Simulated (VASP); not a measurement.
# MgI2 in VASP: further runs

Runs on MgI2. Level: PBE+D3(BJ). Tasks: single point.

All numbers are computed with VASP 6.6.1; they aren't measurements. Logs are shortened: lines on timing, memory, paths and dates and some standing lists are left out, and cuts for length are marked.

## (1) The cell of the first run

The cell holds a slab with vacuum, 6 atoms: a = 4.131 Å, b = 4.131 Å, c = 24.227 Å, α = 90.00°, β = 90.00°, γ = 120.00°.

## (2) Single point, PBE+D3(BJ) (layers slid over each other)

Input file INCAR:

```
SYSTEM = MgI2
ALGO = Normal
DIPOL = 0.5 0.5 0.404
EDIFF = 1E-6
ENCUT = 520
GGA = PE
IDIPOL = 3
ISIF = 2
ISMEAR = 0
IVDW = 12
LASPH = .True.
LCHARG = .True.
LDIPOL = .True.
LELF = .True.
LREAL = .False.
LVACPOTAV = .True.
LVHAR = .True.
LWAVE = .False.
NBANDS = 25
NELM = 80
PREC = Accurate
SIGMA = 0.05
```

Input file KPOINTS:

```
k-points
0
Gamma
  9 9 1
  0 0 0
```

Input file POSCAR:

```
MgI2
1.0
    4.1311064662      0.0000000000      0.0000000000
   -2.0655532331      3.5776431455      0.0000000000
    0.0000000000      0.0000000000     24.2265088138
I Mg
4 2
Direct
    0.3333333333      0.6666666667      0.1857469450
    0.6666666667      0.3333333333      0.3245723297
    0.8888888889      0.7777777778      0.4826636185
    0.5555555556      1.1111111111      0.6214890032
    0.0000000000      0.0000000000      0.2551596374
    1.2222222222      1.4444444444      0.5520763108
```

Potentials or basis: VASP PAW PBE potentials, release 64 (I, Mg).

Command:

```bash
$ cat potpaw_PBE.64/I/POTCAR potpaw_PBE.64/Mg/POTCAR > POTCAR
$ mpirun -np 1 vasp_std > vasp.out
```

OUTCAR:

```text
SYSTEM = MgI2
   EDIFF = 1E-6
   ENCUT = 520
   GGA = PE
   ISIF = 2
   ISMEAR = 0
   IVDW = 12
   LASPH = .True.
   LREAL = .False.
   NELM = 80
   PREC = Accurate
 IVDW          = 12

 ion  position               nearest neighbor table
   1  0.333  0.667  0.186-   5 2.92   5 2.92   5 2.92
   2  0.667  0.333  0.325-   5 2.92   5 2.92   5 2.92
   3  0.889  0.778  0.483-   6 2.92   6 2.92   6 2.92
   4  0.556  0.111  0.621-   6 2.92   6 2.92   6 2.92
   5  0.000  0.000  0.255-   2 2.92   2 2.92   2 2.92   1 2.92   1 2.92   1 2.92
   6  0.222  0.444  0.552-   3 2.92   3 2.92   3 2.92   4 2.92   4 2.92   4 2.92

  LATTYP: Found a hexagonal cell.
 ALAT       =     4.1311064662
 C/A-ratio  =     5.8644116321

  Lattice vectors:

 A1 = (   4.1311064662,   0.0000000000,   0.0000000000)
 A2 = (  -2.0655532331,   3.5776431455,   0.0000000000)
 A3 = (   0.0000000000,   0.0000000000,  24.2265088138)

Analysis of symmetry for initial positions (statically):
=====================================================================
 Subroutine PRICEL returns:
 Original cell was already a primitive cell.

 Routine SETGRP: Setting up the symmetry group for a
 hexagonal supercell.

 Subroutine GETGRP returns: Found  2 space group operations
 (whereof  2 operations were pure point group operations)
 out of a pool of 24 trial point group operations.

The static configuration has the point symmetry C_1h.

Analysis of symmetry for dynamics (positions and initial velocities):
=====================================================================
 Subroutine PRICEL returns:
 Original cell was already a primitive cell.

 Routine SETGRP: Setting up the symmetry group for a
 hexagonal supercell.

 Subroutine GETGRP returns: Found  2 space group operations
 (whereof  2 operations were pure point group operations)
 out of a pool of 24 trial point group operations.

The dynamic configuration has the point symmetry C_1h.

 Subroutine INISYM returns: Found  2 space group operations
 (whereof  2 operations are pure point group operations),
 and found     1 'primitive' translations

----------------------------------------------------------------------------------------

                                     Primitive cell

  volume of cell :     358.0587

  direct lattice vectors                    reciprocal lattice vectors
     4.131106466  0.000000000  0.000000000     0.242065899  0.139756812  0.000000000
    -2.065553233  3.577643146  0.000000000     0.000000000  0.279513624  0.000000000
     0.000000000  0.000000000 24.226508814     0.000000000  0.000000000  0.041277099

  length of vectors
     4.131106466  4.131106466 24.226508814     0.279513624  0.279513624  0.041277099

  position of ions in fractional coordinates (direct lattice)
     0.333333333  0.666666667  0.185746945
     0.666666667  0.333333333  0.324572330
     0.888888889  0.777777778  0.482663618
     0.555555556  0.111111111  0.621489003
     0.000000000  0.000000000  0.255159637
     0.222222222  0.444444444  0.552076311

  ion indices of the primitive-cell ions
   primitive index   ion index
                 1           1
                 2           2
                 3           3
                 4           4
                 5           5
                 6           6

----------------------------------------------------------------------------------------

 KPOINTS: k-points

Automatic generation of k-mesh.
 Grid dimensions read from file:
 generate k-points for:    9    9    1

 Generating k-lattice:

  Cartesian coordinates                     Fractional coordinates (reciprocal lattice)
     0.026896211  0.015528535  0.000000000     0.111111111 -0.000000000  0.000000000
     0.000000000  0.031057069  0.000000000     0.000000000  0.111111111  0.000000000
     0.000000000  0.000000000  0.041277099     0.000000000  0.000000000  1.000000000

  Length of vectors
     0.031057069  0.031057069  0.041277099

  Shift w.r.t. Gamma in fractional coordinates (k-lattice)
     0.000000000  0.000000000  0.000000000

 Subroutine IBZKPT returns following result:
 ===========================================

 Found     25 irreducible k-points:

 Following reciprocal coordinates:
            Coordinates               Weight
  0.000000  0.000000  0.000000      1.000000
  0.111111 -0.000000  0.000000      4.000000
  0.000000  0.111111  0.000000      2.000000
  0.222222  0.000000  0.000000      4.000000
  0.000000  0.222222  0.000000      2.000000
  0.333333 -0.000000  0.000000      4.000000
[... 16 lines left out ...]
 -0.222222 -0.444444  0.000000      4.000000
  0.444444  0.333333  0.000000      4.000000
   k-points           NKPTS =     25   k-points in BZ     NKDIM =     25   number of bands    NBANDS=     25
   number of dos      NEDOS =    301   number of ions     NIONS =      6
   total plane-waves  NPLWV = 184320
   dimension x,y,z NGX =    32 NGY =   32 NGZ =  180
   dimension x,y,z NGXF=    64 NGYF=   64 NGZF=  360
   ions per type =               4   2
   NGX,Y,Z   is equivalent  to a cutoff of  12.88, 12.88, 12.35 a.u.
   NGXF,Y,Z  is equivalent  to a cutoff of  25.76, 25.76, 24.70 a.u.
 SYSTEM =  MgI2
   PREC   = accura    normal or accurate (medium, high low for compatibility)
   ISTART =      0    job   : 0-new  1-cont  2-samecut
   ICHARG =      2    charge: 1-file 2-atom 10-const
   ISPIN  =      1    spin polarized calculation?
   LNONCOLLINEAR =      F non collinear calculations
   LSORBIT =      F    spin-orbit coupling
   LASPH  =      T    aspherical Exc in radial PAW
   ENCUT  =  520.0 eV  38.22 Ry    6.18 a.u.   7.68  7.68 45.05*2*pi/ulx,y,z
   NELM   =     80;   NELMIN=  2; NELMDL= -5     # of ELM steps
   EDIFF  = 0.1E-05   stopping-criterion for ELM
   LREAL  =      F    real-space projection
   EDIFFG = 0.1E-04   stopping-criterion for IOM
   NSW    =      0    number of steps for IOM
   IBRION =     -1    ionic relax: 0-MD 1-quasi-New 2-CG
   NFREE  =      0    steps in history (QN), initial steepest desc. (CG)
   ISIF   =      2    stress and relaxation
   ISYM   =      2    0-nonsym 1-usesym 2-fastsym
   POTIM  = 0.5000    time-step for ionic-motion
   TEBEG  =    0.0;   TEEND  =   0.0 temperature during run
   PSTRESS=    0.0 pullay stress
   NELECT =      32.0000    total number of electrons
   NUPDOWN=      -1.0000    fix difference up-down
   EMIN   =  10.00;   EMAX   =-10.00  energy-range for DOS
   EFERMI =   0.00;   METHOD = LEGACY
   ISMEAR =     0;   SIGMA  =   0.05  broadening in eV -4-tet -1-fermi 0-gaus
   EFERMI_NEDOS =   21; number of points for ismear=-14 and -15
   IALGO  =     38    algorithm
   IMIX   =      4    mixing-type and parameters
     AMIX     =   0.40;   BMIX     =  1.00
     AMIX_MAG =   1.60;   BMIX_MAG =  1.00
  volume/ion in A,a.u.               =      59.68       402.72
  Fermi-wavevector in a.u.,A,eV,Ry     =   0.731937  1.383159  7.289063  0.535731
  Thomas-Fermi vector in A             =   1.824276
   LORBIT       =      0    0 simple, 1 ext, 2 COOP (PROOUT), +10 PAW based schemes
   GGA     = PE    functional components
   LHFCALC =     F    Hartree Fock is set to
   AEXX    =    0.0000 exact exchange contribution
   IVDW    =    12    specifies the selected vdW correction
   LEPSILON=     F    determine dielectric tensor
   LRPA    =     F    only Hartree local field effects (RPA)
 non-spin polarized calculation
 Gauss-broadening in eV      SIGMA  =   0.05
  energy-cutoff  :      520.00
  volume of cell :      358.06
 maximum number of plane-waves:      9709
   NGX = 15   NGY = 15   NGZ = 91

 dipolmoment           0.000000      0.000000     -0.000032 electrons x Angstroem

 number of electron      32.0000001 magnetization

 dipolmoment           0.000000      0.000000      0.000107 electrons x Angstroem

 Free energy of the ion-electron system (eV)
  ---------------------------------------------------
  ext. energy  EPLUGINS =         0.00000000
  ---------------------------------------------------
  free energy    TOTEN  =       -15.42512467 eV

  energy without entropy =      -15.42512467  energy(sigma->0) =      -15.42512467

 E-fermi :  -1.1908     XC(G=0):  -5.0916

 val. band max:       -1.4122492970   @ k =   0.0000   0.0000   0.0000
 cond. band min:       2.1558728690   @ k =   0.4444   0.0000   0.0000
 fundamental gap:      3.5681221660
 Fermi energy:        -1.1907611189

 k-point     1 :       0.0000    0.0000    0.0000
  band No.  band energies     occupation
      1     -13.3871      2.00000
      2     -13.3358      2.00000
      3     -12.8671      2.00000
      4     -12.8039      2.00000
      5      -4.6930      2.00000
      6      -4.3607      2.00000
[... 17 lines left out ...]
     24       5.3107      0.00000
     25       5.3227      0.00000

 k-point     2 :       0.1111   -0.0000    0.0000
  band No.  band energies     occupation
      1     -13.3232      2.00000
      2     -13.2727      2.00000
      3     -12.8258      2.00000
      4     -12.7646      2.00000
      5      -4.6225      2.00000
      6      -4.3145      2.00000
[... 17 lines left out ...]
     24       5.2997      0.00000
     25       5.5292      0.00000

 k-point     3 :       0.0000    0.1111    0.0000
  band No.  band energies     occupation
      1     -13.3228      2.00000
      2     -13.2730      2.00000
      3     -12.8255      2.00000
      4     -12.7650      2.00000
      5      -4.6193      2.00000
      6      -4.3183      2.00000
[... 552 lines left out ...]
 k-point    23 :      -0.2222   -0.4444    0.0000
  band No.  band energies     occupation
      1     -12.6444      2.00000
      2     -12.6152      2.00000
      3     -12.5207      2.00000
      4     -12.4965      2.00000
      5      -4.7348      2.00000
      6      -4.6960      2.00000
[... 17 lines left out ...]
     24       5.6947      0.00000
     25       6.0344      0.00000

 k-point    24 :       0.4444    0.3333    0.0000
  band No.  band energies     occupation
      1     -12.6509      2.00000
      2     -12.6112      2.00000
      3     -12.5238      2.00000
      4     -12.4910      2.00000
      5      -4.7296      2.00000
      6      -4.6958      2.00000
[... 17 lines left out ...]
     24       5.6928      0.00000
     25       5.9741      0.00000

 [... further k-points ...]

------------------------ aborting loop because EDIFF is reached ----------------------------------------

 Edisp (eV)   -1.59762

 E8    (eV) :    -0.7339

  FORCE on cell =-STRESS in cart. coord.  units (eV):
  Direction    XX          YY          ZZ          XY          YZ          ZX
  --------------------------------------------------------------------------------------
  -------------------------------------------------------------------------------------
  Total      -0.23844    -0.17778    -0.26086     0.00000     0.13297     0.00000
  in kB      -1.06694    -0.79548    -1.16727     0.00000     0.59500     0.00000
  external pressure =       -1.01 kB  Pullay stress =        0.00 kB

 VOLUME and BASIS-vectors are now :
 -----------------------------------------------------------------------------
  energy-cutoff  :      520.00
  volume of cell :      358.06
      direct lattice vectors                 reciprocal lattice vectors
     4.131106466  0.000000000  0.000000000     0.242065899  0.139756812  0.000000000
    -2.065553233  3.577643146  0.000000000     0.000000000  0.279513624  0.000000000
     0.000000000  0.000000000 24.226508814     0.000000000  0.000000000  0.041277099

 POSITION                                       TOTAL-FORCE (eV/Angst)
 -----------------------------------------------------------------------------------
     -0.00000      2.38510      4.50000        -0.000000     -0.002023      0.015467
      2.06555      1.19255      7.86325         0.000000     -0.033358      0.002455
      2.06555      2.78261     11.69325        -0.000000      0.037005     -0.002510
      2.06555      0.39752     15.05651        -0.000000      0.000780     -0.015006
      0.00000      0.00000      6.18163        -0.000000      0.001279      0.009267
      0.00000      1.59006     13.37488        -0.000000     -0.003683     -0.009672
 -----------------------------------------------------------------------------------
    total drift:                               -0.000000     -0.000148      0.000208

  FREE ENERGIE OF THE ION-ELECTRON SYSTEM (eV)
  ---------------------------------------------------
  free  energy   TOTEN  =       -17.0227423024 eV

  energy  without entropy=      -17.0227423024  energy(sigma->0) =      -17.02274230

 vacuum level on the upper side and lower side of the slab         4.917         4.916
```

It took 5.6 min on 1 thread of AMD EPYC 9R14 (Zen 4), shared host; peak memory 0.53 GiB.

Results:

```yaml
Free_energy: -17.0227 eV
Largest_force: 0.037 eV/Å
Band_gap_on_the_k_mesh: 3.57 eV (least direct gap 3.93 eV)
Dispersion_energy_per_atom: -0.266 eV
```

Forces on the atoms (eV/Å):
```
I    0.000 -0.002  0.015
I    0.000 -0.033  0.002
I    0.000  0.037 -0.003
I    0.000  0.001 -0.015
Mg   0.000  0.001  0.009
Mg   0.000 -0.004 -0.010
```

Levels at points of the mesh, in eV from the valence-band top:
| k point | band 14 | band 15 | band 16 | band 17 | band 18 | band 19 |
| --- | --- | --- | --- | --- | --- | --- |
| (0.00, 0.00, 0.00) | -0.03 | -0.02 | 0.00 | 3.93 | 4.36 | 4.92 |

Caveat: the cell differs from its parent crystal (layers slid over each other); spin-orbit coupling is left out, which moves the levels of the heavy elements.

[end of part 1 of 2]
